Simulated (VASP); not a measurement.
A run of VASP 6.6.1:

File POSCAR:

```
Mg
1.0
    2.1802699449      0.0000000000      0.0000000000
    0.0000000000      2.1802699449      0.0000000000
    0.0000000000      0.0000000000      2.1802699449
Mg
1
Direct
    0.0000000000      0.0000000000      0.0000000000
```

Contents of INCAR.step1:

```
SYSTEM = Mg
ALGO = Normal ; EDIFF = 1E-6
ENCUT = 520 ; ISIF = 2
ISMEAR = -1 ; LASPH = .TRUE.
LCHARG = .TRUE. ; LREAL = .FALSE.
LWAVE = .FALSE. ; NBANDS = 7
NELM = 100 ; PREC = Accurate
SIGMA = 0.05
```

Contents of KPOINTS.step1:

```
k-points
0
G
  15 15 15
  0 0 0
```

File INCAR.step2:

```
SYSTEM = Mg
ALGO = Normal ; EDIFF = 1E-6
ENCUT = 520 ; ICHARG = 11
ISIF = 2 ; ISMEAR = -5
LASPH = .TRUE. ; LCHARG = .FALSE.
LORBIT = 10 ; LREAL = .FALSE.
LWAVE = .FALSE. ; NEDOS = 2001
NELM = 100 ; PREC = Accurate
SIGMA = 0.05
```

File KPOINTS.step2:

```
k-points
0
G
  23 23 23
  0 0 0
```

Potentials or basis: VASP PAW LDA potentials, release 64 (Mg).

The run is started by

```bash
$ cat potpaw_LDA.64/Mg/POTCAR > POTCAR
$ cp INCAR.step1 INCAR
$ cp KPOINTS.step1 KPOINTS
$ mpirun -np 1 vasp_std > vasp.out
$ cp INCAR.step2 INCAR
$ cp KPOINTS.step2 KPOINTS
$ mpirun -np 1 vasp_std > vasp.out
```

Hardware: 1 thread of Intel(R) Xeon(R) Platinum 8488C (Sapphire Rapids), with other jobs on the host.

**Question.** Estimate the wall time of this run.

**Answer.** Run time: 8.9 s on 1 thread of Intel(R) Xeon(R) Platinum 8488C (Sapphire Rapids), on a shared host, peak memory 0.13 GiB. Counts: k points 364.
